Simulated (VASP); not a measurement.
# Ge (P6_3/mmc) in VASP: further runs, part 2 of 2

VASP 6.6.1. Earlier steps stand in the parts before.

**3. Electric field gradients, PBEsol**

This run uses another cell than the first one, of 22.83 Å³/atom, 1.010 times its volume.

INCAR

```
PREC = Accurate
ENCUT = 520
EDIFF = 1E-8
ISMEAR = -1
SIGMA = 0.05
LREAL = False
LASPH = True
NELM = 80
ALGO = Normal
ISIF = 2
LWAVE = False
LCHARG = False
GGA = PS
LEFG = True
NBANDS = 36
```

KPOINTS

```
regular mesh
0
Gamma
  11 11 6
```

POSCAR

```
Ge
1.0
    3.9975858431      0.0000000000      0.0000000000
   -1.9987929216      3.4620108940      0.0000000000
    0.0000000000      0.0000000000      6.5993779500
Ge
4
Direct
    0.6666666667      0.3333333333      0.0629012500
    0.3333333333      0.6666666667      0.5629012500
    0.6666666667      0.3333333333      0.4370987500
    0.3333333333      0.6666666667      0.9370987500
```

Potentials or basis: VASP PAW PBE potentials, release 64 (Ge_d).

Run with:

```console
$ cat potpaw_PBE.64/Ge_d/POTCAR > POTCAR
$ mpirun -np 1 vasp_std > vasp.out
```

OUTCAR:

```text
PREC = Accurate
   ENCUT = 520
   EDIFF = 1E-8
   ISMEAR = -1
   LREAL = False
   LASPH = True
   NELM = 80
   ISIF = 2
   GGA = PS

 ion  position               nearest neighbor table
   1  0.667  0.333  0.063-   4 2.45   4 2.45   4 2.45   3 2.47
   2  0.333  0.667  0.563-   3 2.45   3 2.45   3 2.45   4 2.47
   3  0.667  0.333  0.437-   2 2.45   2 2.45   2 2.45   1 2.47
   4  0.333  0.667  0.937-   1 2.45   1 2.45   1 2.45   2 2.47

  LATTYP: Found a hexagonal cell.
 ALAT       =     3.9975858431
 C/A-ratio  =     1.6508408347

  Lattice vectors:

 A1 = (   3.9975858431,   0.0000000000,   0.0000000000)
 A2 = (  -1.9987929216,   3.4620108940,   0.0000000000)
 A3 = (   0.0000000000,   0.0000000000,   6.5993779500)

Analysis of symmetry for initial positions (statically):
=====================================================================
 Subroutine PRICEL returns:
 Original cell was already a primitive cell.

 Routine SETGRP: Setting up the symmetry group for a
 hexagonal supercell.

[... 1138 lines left out ...]
      1.99879      1.15400      0.41511         0.000000     -0.000000     -0.000004
     -0.00000      2.30801      3.71480         0.000000      0.000000     -0.000004
      1.99879      1.15400      2.88458        -0.000000     -0.000000      0.000004
     -0.00000      2.30801      6.18427         0.000000      0.000000      0.000004
 -----------------------------------------------------------------------------------
    total drift:                               -0.000000      0.000000     -0.000000

  FREE ENERGIE OF THE ION-ELECTRON SYSTEM (eV)
  ---------------------------------------------------
  free  energy   TOTEN  =       -19.6843782026 eV

  energy  without entropy=      -19.6831511038  energy(sigma->0) =      -19.68376465

 Electric field gradients (V/A^2)
---------------------------------------------------------------------
 ion       V_xx      V_yy      V_zz      V_xy      V_xz      V_yz
---------------------------------------------------------------------
   1      -3.840    -3.844     7.684    -0.003     0.000    -0.000
   2      -3.840    -3.844     7.684    -0.003    -0.000     0.000
   3      -3.840    -3.844     7.684    -0.003    -0.000     0.000
   4      -3.840    -3.844     7.684    -0.003     0.000    -0.000
---------------------------------------------------------------------

 Electric field gradients after diagonalization (V/A^2)
 (convention: |V_zz| > |V_xx| > |V_yy|)
----------------------------------------------------------------------
 ion       V_xx      V_yy      V_zz     asymmetry (V_yy - V_xx)/ V_zz
----------------------------------------------------------------------
   1      -3.846    -3.839     7.684       0.001
   2      -3.846    -3.839     7.684       0.001
   3      -3.846    -3.839     7.684       0.001
   4      -3.846    -3.839     7.684       0.001
----------------------------------------------------------------------

           NMR quadrupolar parameters

 Cq : quadrupolar parameter    Cq=e*Q*V_zz/h
 eta: asymmetry parameters     (V_yy - V_xx)/ V_zz
 Q  : nuclear electric quadrupole moment in mb (millibarn)
----------------------------------------------------------------------
 ion       Cq(MHz)       eta       Q (mb)
----------------------------------------------------------------------
   1       0.019       0.001       1.000
   2       0.019       0.001       1.000
   3       0.019       0.001       1.000
   4       0.019       0.001       1.000
----------------------------------------------------------------------
```

stdout:

```text
POSCAR found type information on POSCAR Ge
 POSCAR found :  1 types and       4 ions
 scaLAPACK will be used
 -----------------------------------------------------------------------------
|                                                                             |
|                                                                             |
|     You enforced a specific xc type in the INCAR file but a different       |
|     I HOPE YOU KNOW WHAT YOU ARE DOING!                                     |
|                                                                             |
 -----------------------------------------------------------------------------

 LDA part: xc-table for (Slater+PW92), standard interpolation
 POSCAR, INCAR and KPOINTS ok, starting setup
 FFT: planning ... GRIDC
 FFT: planning ... GRID_SOFT
 FFT: planning ... GRID
 WAVECAR not read
 entering main loop
ion   1

ion   2

ion   3

ion   4
```

Wall time 2.4 min (1 thread of Intel Xeon Platinum 8488C (Sapphire Rapids), shared host); peak memory 0.28 GiB.

What came out:

```yaml
Free_energy: -19.6844 eV
Pressure: -0.1 GPa
Band_gap_on_the_k_mesh: zero (band 28 reaches 4.79 eV, above the bottom of band 29 at 4.78 eV)
```

Stress tensor (GPa, compression positive):
```
-0.09  0.00  0.00
 0.00 -0.09  0.00
 0.00  0.00 -0.21
```

Electric field gradients, principal values (V/Å²):
```csv
atom,least,middle,greatest (by size)
1 Ge,-3.839,-3.846,7.684
2 Ge,-3.839,-3.846,7.684
3 Ge,-3.839,-3.846,7.684
4 Ge,-3.839,-3.846,7.684
```

Caveat: without QUAD_EFG the Cq values of the log hold for a quadrupole moment of 1 mb, not for the nuclei; the PAW data sets were made with another functional, which shifts forces and pressure a little.
